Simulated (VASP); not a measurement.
## ZnS: single point with r2SCAN

Crystal: ZnS.

```
CELL_PARAMETERS angstrom
-3.80672 0.00000 0.00000
-1.90336 -3.29672 0.00000
-2.37939 -1.37374 12.49147
ATOMIC_POSITIONS crystal
Zn 0.95562 0.95562 0.90644
Zn 0.16397 0.16397 0.40644
Zn 0.60148 0.60148 0.15644
Zn 0.39313 0.39313 0.65644
S 0.29435 0.29435 0.09356
S 0.08600 0.08600 0.59356
S 0.52351 0.52351 0.34356
S 0.31516 0.31516 0.84356
```

```yaml
Program: VASP 6.6.1
Task: single point
Functional: r2SCAN
Potentials_or_basis: VASP PAW PBE potentials, release 64 (Zn, S)
Cutoff: 520 eV
k_mesh: 7 × 7 × 2
Occupations: gaussian, width 0.05 eV
Spin: no spin polarisation
```

```json
{"Pressure": "-0.3 GPa", "Largest force": "0.506 eV/Å", "Band gap on the k mesh": "1.87 eV"}
```

Forces in eV/Å, atoms in the order of the input:
```
Zn   0.050  0.029  0.014
Zn  -0.005 -0.003 -0.220
Zn   0.141  0.081  0.128
Zn   0.026  0.015 -0.212
S   -0.438 -0.253  0.030
S    0.018  0.010  0.177
S   -0.024 -0.014  0.246
S    0.232  0.134 -0.164
```

Stress tensor (GPa, compression positive):
```
-1.09  0.53 -1.17
 0.53 -1.70 -0.68
-1.17 -0.68  1.93
```

Levels at points of the mesh, in eV from the valence-band top:
```csv
k point,band 34,band 35,band 36,band 37,band 38,band 39
"(0.00, 0.00, 0.00)",-0.15,-0.14,0.00,1.87,3.32,3.74
"(0.00, 0.00, 0.50)",-0.50,-0.11,-0.10,2.26,3.42,3.56
```

It took 20 min on 1 thread of Intel Xeon 8259CL, on a shared host, peak memory 0.4 GiB.

Caveat: the PAW data sets were made with another functional, which shifts forces and pressure a little; an odd mesh through Γ misses points on the zone boundary, where band edges can lie.
